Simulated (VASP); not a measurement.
A run of VASP 6.6.1:

File INCAR:

```
PREC     = Accurate       # precision mode
ENCUT    = 600            # plane-wave cutoff, eV
EDIFF    = 1E-6           # SCF threshold, eV
ISMEAR   = -1             # smearing method
SIGMA    = 0.1            # smearing width, eV
LREAL    = False          # projectors in reciprocal space
LASPH    = True           # aspherical terms in the spheres
NELM     = 60             # most SCF steps
ALGO     = Normal         # electronic algorithm
ISIF     = 3              # what is computed and relaxed
LWAVE    = False          # write WAVECAR
LCHARG   = False          # write CHGCAR
IBRION   = 2              # ionic algorithm
NSW      = 80             # ionic steps
EDIFFG   = -0.01          # ionic threshold
```

Contents of KPOINTS:

```
Automatic mesh
0
Gamma
  8 8 4
```

The input POSCAR:

```
Ge
1.0
    3.9975858400      0.0000000000      0.0000000000
   -1.9987929200      3.4620108900      0.0000000000
    0.0000000000      0.0000000000      6.5993779500
Ge
4
Direct
    0.6666666700      0.3333333300      0.0629012500
    0.3333333300      0.6666666700      0.5629012500
    0.6666666700      0.3333333300      0.4370987500
    0.3333333300      0.6666666700      0.9370987500
```

Potentials or basis: VASP PAW LDA potentials, release 64 (Ge_d).

Launch:

```console
$ cat potpaw_LDA.64/Ge_d/POTCAR > POTCAR
$ mpirun -np 1 vasp_std > vasp.out
```

Hardware: 1 thread of Intel(R) Xeon(R) 6975P-C (Granite Rapids), on a shared host.

Problem. How long does it take, and how much memory?

Solution. Run time: 2.1 min on 1 thread of Intel(R) Xeon(R) 6975P-C (Granite Rapids) (shared host), peak memory 0.23 GiB. Counts: scf iterations 45, k points 30, ion steps 7.
